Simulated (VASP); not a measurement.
Here is a VASP 6.6.1 calculation.

Contents of INCAR:

```
PREC = Accurate
ENCUT = 520
EDIFF = 1E-7
ISMEAR = 0
SIGMA = 0.01
LREAL = F
LASPH = T
NELM = 100
ALGO = Normal
ISIF = 2
LWAVE = F
LCHARG = T
GGA = PE
LELF = T
LVHAR = T
NBANDS = 16
```

File KPOINTS:

```
Automatic mesh
0
Gamma
  4 4 4
```

Contents of POSCAR:

```
GaAs
1.0
    0.0000000000      2.8614159464      2.8090795023
    2.8614159464      0.0000000000      2.8090795023
    2.8614159464      2.8614159464      0.0000000000
Ga As
1 1
Direct
    0.0000000000      0.0000000000      0.0000000000
    0.2500000000      0.2500000000      0.2500000000
```

Potentials or basis: VASP PAW PBE potentials, release 64 (Ga_d, As).

Run with:

```sh
$ cat potpaw_PBE.64/Ga_d/POTCAR potpaw_PBE.64/As/POTCAR > POTCAR
$ mpirun -np 1 vasp_std > vasp.out
```

Q: Estimate the band gap on the k mesh.

A: 0.30 eV.

Q: Estimate the pressure.

A: 2.4 GPa.

Stress tensor (GPa, compression positive):
```
2.02 0.00 0.00
0.00 2.02 0.00
0.00 0.00 3.09
```

Caveat: the k points lie up to 0.48 Å⁻¹ apart; the cell differs from its parent crystal (epitaxial xy strain +1.0%).
